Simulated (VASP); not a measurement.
# Ca2Se (P-4m2) in VASP: a series of runs

Runs on Ca2Se. Level: PBE. Tasks: single point, relaxation of cell and atoms.

All numbers are computed with VASP 6.6.1; they aren't measurements. Logs are shortened: lines on timing, memory, paths and dates and some standing lists are left out, and cuts for length are marked.

### 1 The cell of the first run

The structure is tetragonal, space group P-4m2 (No. 115). The conventional cell has a = 4.247 Å, b = 4.247 Å, c = 6.620 Å, α = 90.00°, β = 90.00°, γ = 90.00°. Within 3.7 Å of Ca (site symmetry 2mm) lie 2 Se at 2.82 Å. Within 3.7 Å of Se (site symmetry -4m2) lie 4 Ca at 2.82 Å.

### 2 Single point, PBE

Input file INCAR:

```
SYSTEM = Ca2Se
ALGO = Normal ; EDIFF = 1E-7
ENCUT = 520 ; GGA = PE
ISIF = 2 ; ISMEAR = 0
LASPH = .True. ; LCHARG = .True.
LELF = .True. ; LREAL = .False.
LVHAR = .True. ; LWAVE = .False.
NBANDS = 20 ; NELM = 60
PREC = Accurate ; SIGMA = 0.1
```

Input file KPOINTS:

```
k-points
0
Gamma
  4 4 4
  0 0 0
```

Input file POSCAR:

```
Ca2Se
1.0
    4.2466876730      0.0000000000      0.0000000000
    0.0000000000      4.2466876730      0.0000000000
    0.0000000000      0.0000000000      6.6202340685
Ca Se
2 1
Direct
    0.0000000000      0.5000000000      0.2813533987
    0.5000000000      0.0000000000      0.7186466013
    0.0000000000      0.0000000000      0.0000000000
```

Potentials or basis: VASP PAW PBE potentials, release 64 (Ca_sv, Se).

The run is started by

```bash
cat potpaw_PBE.64/Ca_sv/POTCAR potpaw_PBE.64/Se/POTCAR > POTCAR
mpirun -np 1 vasp_std > vasp.out
```

OUTCAR:

```text
SYSTEM = Ca2Se
   EDIFF = 1E-7
   ENCUT = 520
   GGA = PE
   ISIF = 2
   ISMEAR = 0
   LASPH = .True.
   LREAL = .False.
   NELM = 60
   PREC = Accurate

 ion  position               nearest neighbor table
   1  0.000  0.500  0.281-   3 2.82   3 2.82
   2  0.500  0.000  0.719-   3 2.82   3 2.82
   3  0.000  0.000  0.000-   1 2.82   2 2.82   1 2.82   2 2.82

  LATTYP: Found a simple tetragonal cell.
 ALAT       =     4.2466876730
 C/A-ratio  =     1.5589171086

  Lattice vectors:

 A1 = (   4.2466876730,   0.0000000000,   0.0000000000)
 A2 = (   0.0000000000,   4.2466876730,   0.0000000000)
 A3 = (   0.0000000000,   0.0000000000,   6.6202340685)

Analysis of symmetry for initial positions (statically):
=====================================================================
 Subroutine PRICEL returns:
 Original cell was already a primitive cell.

 Routine SETGRP: Setting up the symmetry group for a
 simple tetragonal supercell.

 Subroutine GETGRP returns: Found  8 space group operations
 (whereof  8 operations were pure point group operations)
 out of a pool of 16 trial point group operations.

The static configuration has the point symmetry D_2d.

Analysis of symmetry for dynamics (positions and initial velocities):
=====================================================================
 Subroutine PRICEL returns:
 Original cell was already a primitive cell.

 Routine SETGRP: Setting up the symmetry group for a
 simple tetragonal supercell.

 Subroutine GETGRP returns: Found  8 space group operations
 (whereof  8 operations were pure point group operations)
 out of a pool of 16 trial point group operations.

The dynamic configuration has the point symmetry D_2d.

 Subroutine INISYM returns: Found  8 space group operations
 (whereof  8 operations are pure point group operations),
 and found     1 'primitive' translations

----------------------------------------------------------------------------------------

                                     Primitive cell

  volume of cell :     119.3917

  direct lattice vectors                    reciprocal lattice vectors
     4.246687673  0.000000000  0.000000000     0.235477642  0.000000000  0.000000000
     0.000000000  4.246687673  0.000000000     0.000000000  0.235477642  0.000000000
     0.000000000  0.000000000  6.620234069     0.000000000  0.000000000  0.151052061

  length of vectors
     4.246687673  4.246687673  6.620234069     0.235477642  0.235477642  0.151052061

  position of ions in fractional coordinates (direct lattice)
     0.000000000  0.500000000  0.281353399
     0.500000000  0.000000000  0.718646601
     0.000000000  0.000000000  0.000000000

  ion indices of the primitive-cell ions
   primitive index   ion index
                 1           1
                 2           2
                 3           3

----------------------------------------------------------------------------------------

 KPOINTS: k-points

Automatic generation of k-mesh.
 Grid dimensions read from file:
 generate k-points for:    4    4    4

 Generating k-lattice:

  Cartesian coordinates                     Fractional coordinates (reciprocal lattice)
     0.058869411  0.000000000  0.000000000     0.250000000  0.000000000  0.000000000
     0.000000000  0.058869411  0.000000000     0.000000000  0.250000000  0.000000000
     0.000000000  0.000000000  0.037763015     0.000000000  0.000000000  0.250000000

  Length of vectors
     0.058869411  0.058869411  0.037763015

  Shift w.r.t. Gamma in fractional coordinates (k-lattice)
     0.000000000  0.000000000  0.000000000

 Subroutine IBZKPT returns following result:
 ===========================================

 Found     18 irreducible k-points:

 Following reciprocal coordinates:
            Coordinates               Weight
  0.000000  0.000000  0.000000      1.000000
  0.250000  0.000000  0.000000      4.000000
  0.500000  0.000000  0.000000      2.000000
  0.250000  0.250000  0.000000      4.000000
  0.500000  0.250000  0.000000      4.000000
  0.500000  0.500000  0.000000      1.000000
[... 10 lines left out ...]
  0.500000  0.250000  0.500000      4.000000
  0.500000  0.500000  0.500000      1.000000
   k-points           NKPTS =     18   k-points in BZ     NKDIM =     18   number of bands    NBANDS=     20
   number of dos      NEDOS =    301   number of ions     NIONS =      3
   total plane-waves  NPLWV =  51200
   dimension x,y,z NGX =    32 NGY =   32 NGZ =   50
   dimension x,y,z NGXF=    64 NGYF=   64 NGZF=  100
   ions per type =               2   1
   NGX,Y,Z   is equivalent  to a cutoff of  12.53, 12.53, 12.56 a.u.
   NGXF,Y,Z  is equivalent  to a cutoff of  25.05, 25.05, 25.11 a.u.
 SYSTEM =  Ca2Se
   PREC   = accura    normal or accurate (medium, high low for compatibility)
   ISTART =      0    job   : 0-new  1-cont  2-samecut
   ICHARG =      2    charge: 1-file 2-atom 10-const
   ISPIN  =      1    spin polarized calculation?
   LNONCOLLINEAR =      F non collinear calculations
   LSORBIT =      F    spin-orbit coupling
   LASPH  =      T    aspherical Exc in radial PAW
   ENCUT  =  520.0 eV  38.22 Ry    6.18 a.u.   7.90  7.90 12.31*2*pi/ulx,y,z
   NELM   =     60;   NELMIN=  2; NELMDL= -5     # of ELM steps
   EDIFF  = 0.1E-06   stopping-criterion for ELM
   LREAL  =      F    real-space projection
   EDIFFG = 0.1E-05   stopping-criterion for IOM
   NSW    =      0    number of steps for IOM
   IBRION =     -1    ionic relax: 0-MD 1-quasi-New 2-CG
   NFREE  =      0    steps in history (QN), initial steepest desc. (CG)
   ISIF   =      2    stress and relaxation
   ISYM   =      2    0-nonsym 1-usesym 2-fastsym
   POTIM  = 0.5000    time-step for ionic-motion
   TEBEG  =    0.0;   TEEND  =   0.0 temperature during run
   PSTRESS=    0.0 pullay stress
   NELECT =      26.0000    total number of electrons
   NUPDOWN=      -1.0000    fix difference up-down
   EMIN   =  10.00;   EMAX   =-10.00  energy-range for DOS
   EFERMI =   0.00;   METHOD = LEGACY
   ISMEAR =     0;   SIGMA  =   0.10  broadening in eV -4-tet -1-fermi 0-gaus
   EFERMI_NEDOS =   21; number of points for ismear=-14 and -15
   IALGO  =     38    algorithm
   IMIX   =      4    mixing-type and parameters
     AMIX     =   0.40;   BMIX     =  1.00
     AMIX_MAG =   1.60;   BMIX_MAG =  1.00
  volume/ion in A,a.u.               =      39.80       268.56
  Fermi-wavevector in a.u.,A,eV,Ry     =   0.984936  1.861259 13.198993  0.970099
  Thomas-Fermi vector in A             =   2.116206
   LORBIT       =      0    0 simple, 1 ext, 2 COOP (PROOUT), +10 PAW based schemes
   GGA     = PE    functional components
   LHFCALC =     F    Hartree Fock is set to
   AEXX    =    0.0000 exact exchange contribution
   IVDW    =     0    specifies the selected vdW correction
   LEPSILON=     F    determine dielectric tensor
   LRPA    =     F    only Hartree local field effects (RPA)
 non-spin polarized calculation
 Gauss-broadening in eV      SIGMA  =   0.10
  energy-cutoff  :      520.00
  volume of cell :      119.39
 maximum number of plane-waves:      3231
 NGX is ok and might be reduce to    32
   NGX = 15   NGY = 15   NGZ = 25

 number of electron      25.9999988 magnetization

 Free energy of the ion-electron system (eV)
  ---------------------------------------------------
  ext. energy  EPLUGINS =         0.00000000
  ---------------------------------------------------
  free energy    TOTEN  =       -10.30764814 eV

  energy without entropy =      -10.29891655  energy(sigma->0) =      -10.30328235

 E-fermi :   2.0179     XC(G=0):  -7.5440

 val. band max:        1.9941225753   @ k =   0.0000   0.0000   0.5000
 cond. band min:       2.0608076547   @ k =   0.5000   0.2500   0.0000
 fundamental gap:      0.0666850794
 Fermi energy:         2.0178980076

 k-point     1 :       0.0000    0.0000    0.0000
  band No.  band energies     occupation
      1     -40.0750      2.00000
      2     -40.0706      2.00000
      3     -21.1034      2.00000
      4     -21.1034      2.00000
      5     -21.0801      2.00000
      6     -21.0442      2.00000
[... 12 lines left out ...]
     19       4.9218      0.00000
     20       5.0398      0.00000

 k-point     2 :       0.2500    0.0000    0.0000
  band No.  band energies     occupation
      1     -40.0736      2.00000
      2     -40.0705      2.00000
      3     -21.1180      2.00000
      4     -21.1014      2.00000
      5     -21.0700      2.00000
      6     -21.0667      2.00000
[... 12 lines left out ...]
     19       4.7255      0.00000
     20       5.1727      0.00000

 k-point     3 :       0.5000    0.0000    0.0000
  band No.  band energies     occupation
      1     -40.0715      2.00000
      2     -40.0711      2.00000
      3     -21.1318      2.00000
      4     -21.0994      2.00000
      5     -21.0914      2.00000
      6     -21.0495      2.00000
[... 12 lines left out ...]
     19       4.4710      0.00000
     20       4.9650      0.00000

 k-point     4 :       0.2500    0.2500    0.0000
  band No.  band energies     occupation
      1     -40.0724      2.00000
      2     -40.0702      2.00000
      3     -21.1216      2.00000
      4     -21.1099      2.00000
      5     -21.0775      2.00000
      6     -21.0588      2.00000
[... 12 lines left out ...]
     19       5.0799      0.00000
     20       5.1787      0.00000

 k-point     5 :       0.5000    0.2500    0.0000
  band No.  band energies     occupation
      1     -40.0706      2.00000
      2     -40.0704      2.00000
      3     -21.1331      2.00000
      4     -21.1100      2.00000
      5     -21.0962      2.00000
      6     -21.0610      2.00000
[... 12 lines left out ...]
     19       4.9516      0.00000
     20       5.1778      0.00000

 k-point     6 :       0.5000    0.5000    0.0000
  band No.  band energies     occupation
      1     -40.0697      2.00000
      2     -40.0697      2.00000
      3     -21.1390      2.00000
      4     -21.1158      2.00000
      5     -21.1080      2.00000
      6     -21.0680      2.00000
[... 12 lines left out ...]
     19       5.5145      0.00000
     20       5.5167      0.00000

 k-point     7 :       0.0000    0.0000    0.2500
  band No.  band energies     occupation
      1     -40.0747      2.00000
      2     -40.0710      2.00000
      3     -21.1029      2.00000
      4     -21.1029      2.00000
      5     -21.0722      2.00000
      6     -21.0446      2.00000
[... 12 lines left out ...]
     19       4.7435      0.00000
     20       5.0978      0.00000
[... 139 lines left out ...]
 k-point    14 :       0.2500    0.0000    0.5000
  band No.  band energies     occupation
      1     -40.0730      2.00000
      2     -40.0711      2.00000
      3     -21.1190      2.00000
      4     -21.1009      2.00000
      5     -21.0794      2.00000
      6     -21.0475      2.00000
[... 12 lines left out ...]
     19       4.9975      0.00000
     20       5.1853      0.00000

 k-point    15 :       0.5000    0.0000    0.5000
  band No.  band energies     occupation
      1     -40.0715      2.00000
      2     -40.0711      2.00000
      3     -21.1341      2.00000
      4     -21.1028      2.00000
      5     -21.0994      2.00000
      6     -21.0431      2.00000
[... 12 lines left out ...]
     19       4.8231      0.00000
     20       5.4662      0.00000

 k-point    16 :       0.2500    0.2500    0.5000
  band No.  band energies     occupation
      1     -40.0720      2.00000
      2     -40.0706      2.00000
      3     -21.1203      2.00000
      4     -21.1124      2.00000
      5     -21.0756      2.00000
      6     -21.0695      2.00000
[... 12 lines left out ...]
     19       4.7576      0.00000
     20       5.2754      0.00000

 k-point    17 :       0.5000    0.2500    0.5000
  band No.  band energies     occupation
      1     -40.0706      2.00000
      2     -40.0704      2.00000
      3     -21.1326      2.00000
      4     -21.1116      2.00000
      5     -21.0958      2.00000
      6     -21.0665      2.00000
[... 12 lines left out ...]
     19       4.8480      0.00000
     20       5.4456      0.00000

 k-point    18 :       0.5000    0.5000    0.5000
  band No.  band energies     occupation
      1     -40.0697      2.00000
      2     -40.0697      2.00000
      3     -21.1358      2.00000
      4     -21.1190      2.00000
      5     -21.0882      2.00000
      6     -21.0879      2.00000
[... 12 lines left out ...]
     19       5.4458      0.00000
     20       5.5082      0.00000

------------------------ aborting loop because EDIFF is reached ----------------------------------------

  FORCE on cell =-STRESS in cart. coord.  units (eV):
  Direction    XX          YY          ZZ          XY          YZ          ZX
  --------------------------------------------------------------------------------------
  -------------------------------------------------------------------------------------
  Total       -0.0056817     -0.0056817      0.2273318      0.0000000     -0.0000000      0.0000000
  in kB       -0.0762454     -0.0762454      3.0506814      0.0000000     -0.0000000      0.0000000
  external PRESSURE =       0.9660635 kB  Pullay stress =       0.0000000 kB

 VOLUME and BASIS-vectors are now :
 -----------------------------------------------------------------------------
  energy-cutoff  :      520.00
  volume of cell :      119.39
      direct lattice vectors                 reciprocal lattice vectors
     4.246687673  0.000000000  0.000000000     0.235477642  0.000000000  0.000000000
     0.000000000  4.246687673  0.000000000     0.000000000  0.235477642  0.000000000
     0.000000000  0.000000000  6.620234069     0.000000000  0.000000000  0.151052061

 POSITION                                       TOTAL-FORCE (eV/Angst)
 -----------------------------------------------------------------------------------
      0.00000      2.12334      1.86263         0.000000     -0.000000      0.031508
      2.12334      0.00000      4.75761         0.000000      0.000000     -0.031508
      0.00000      0.00000      0.00000         0.000000     -0.000000      0.000000
 -----------------------------------------------------------------------------------
    total drift:                                0.000000      0.000000      0.000000

  FREE ENERGIE OF THE ION-ELECTRON SYSTEM (eV)
  ---------------------------------------------------
  free  energy   TOTEN  =       -10.3076481441 eV

  energy  without entropy=      -10.2989165459  energy(sigma->0) =      -10.30328235
```

Wall time 65 s (1 thread of AMD EPYC 7R13 (Zen 3), shared host); peak memory 0.19 GiB.

What came out:

| Property | Result |
| --- | --- |
| Free energy | -10.3076 eV |
| Pressure | 0.1 GPa |
| Largest force | 0.032 eV/Å |
| Band gap on the k mesh | zero (band 13 reaches 2.67 eV, above the bottom of band 14 at 1.67 eV) |

Forces in eV/Å, atoms in the order of the input:
```
Ca   0.000  0.000  0.032
Ca   0.000  0.000 -0.032
Se   0.000  0.000  0.000
```

Caveat: the k points lie up to 0.37 Å⁻¹ apart.

### 3 Relaxation of cell and atoms, PBE

This run uses another cell than the first one, of 27.14 Å³/atom, 0.682 times its volume.

Input file INCAR:

```
  ALGO = Normal
  EDIFF = 1E-7
  EDIFFG = -0.04
  ENCUT = 600
  GGA = PE
  IBRION = 2
  ISIF = 3
  ISMEAR = 0
  LASPH = True
  LCHARG = False
  LREAL = False
  LWAVE = False
  NELM = 80
  NSW = 90
  PREC = Accurate
  SIGMA = 0.1
```

Input file KPOINTS:

```
k-points
0
Gamma
  4 4 4
```

Input file POSCAR:

```
Ca2Se
1.0
    3.9400422700      0.0000000000      0.0000000000
    0.0000000000      3.9400422700      0.0000000000
    0.0000000000      0.0000000000      5.2442033400
Ca Se
2 1
Direct
    0.0000000000      0.5000000000      0.4010210200
    0.5000000000      0.0000000000      0.5989789800
    0.0000000000      0.0000000000      0.0000000000
```

Potentials or basis: VASP PAW PBE potentials, release 64 (Ca_sv, Se).

The run is started by

```bash
cat potpaw_PBE.64/Ca_sv/POTCAR potpaw_PBE.64/Se/POTCAR > POTCAR
mpirun -np 1 vasp_std > vasp.out
```

Run time: 4.6 min. Hardware: 1 thread of AMD EPYC 7R13 (Zen 3), shared host; peak memory 0.19 GiB.

The run converged. Its results:

* Free energy: -10.4302 eV
* Relaxed volume: 33.06 Å³/atom
* Relaxed cell: a = 5.011 Å, b = 5.011 Å, c = 3.950 Å, α = 90.00°, β = 90.00°, γ = 90.00°
* Space group after relaxing (to 0.05 Å): P-4m2 (No. 115)
* Energy gained by relaxing: 771.4 meV/atom
* Ionic steps: 12
* Pressure after relaxing: 0.0 GPa
* Largest force after relaxing: 0.023 eV/Å
* Band gap on the k mesh: zero (band 13 reaches 3.25 eV, above the bottom of band 14 at 3.17 eV)

Forces on the atoms (eV/Å):
```
Ca   0.000  0.000  0.023
Ca   0.000  0.000 -0.023
Se   0.000  0.000  0.000
```

The path:
```csv
step,energy change (eV),largest force (eV/Å),pressure (GPa),volume (Å³)
1,0.0000,1.4578,8.26,81.41
2,-1.4857,0.7999,1.55,98.21
3,-1.8563,0.5731,-1.26,110.28
4,-1.9093,0.5321,-2.21,115.36
5,-2.1408,0.2987,-1.11,107.04
6,-2.2806,0.0130,0.67,97.93
7,-2.2847,0.0948,1.35,95.63
8,-2.2852,0.0713,1.15,96.28
9,-2.3132,0.0433,0.12,98.62
10,-2.3134,0.0449,0.21,98.42
11,-2.3134,0.0446,0.19,98.46
12,-2.3142,0.0229,-0.01,99.18
```

Final structure:
```
Ca Se
1.0
     5.01113    0.00000    0.00000
     0.00000    5.01113    0.00000
     0.00000    0.00000    3.94958
Ca Se
2 1
Direct
  0.00000 0.50000 0.35353
  0.50000 0.00000 0.64647
  0.00000 0.00000 0.00000
```

Levels at points of the mesh, in eV from the Fermi level:
```tsv
k point	band 10	band 11	band 12	band 13	band 14	band 15	band 16	band 17
(0.00, 0.00, 0.00)	-3.77	-3.77	-2.95	-2.30	0.56	0.88	0.95	1.87
(0.50, 0.00, 0.00)	-4.96	-3.80	-2.86	-0.34	-0.09	1.05	1.20	1.80
(0.50, 0.50, 0.00)	-4.86	-4.86	-2.70	-0.60	1.17	1.17	1.26	1.86
(0.00, 0.00, 0.50)	-5.48	-3.91	-3.91	-0.16	0.43	1.65	1.73	1.73
(0.50, 0.00, 0.50)	-5.03	-4.11	-3.87	-0.40	0.84	1.18	1.81	1.94
(0.50, 0.50, 0.50)	-4.60	-3.95	-3.95	-0.19	0.24	0.24	0.86	1.97
```

Caveat: the k points lie up to 0.40 Å⁻¹ apart in the final cell; the volume moved by over 15 % at a fixed basis, so the end points are rough.
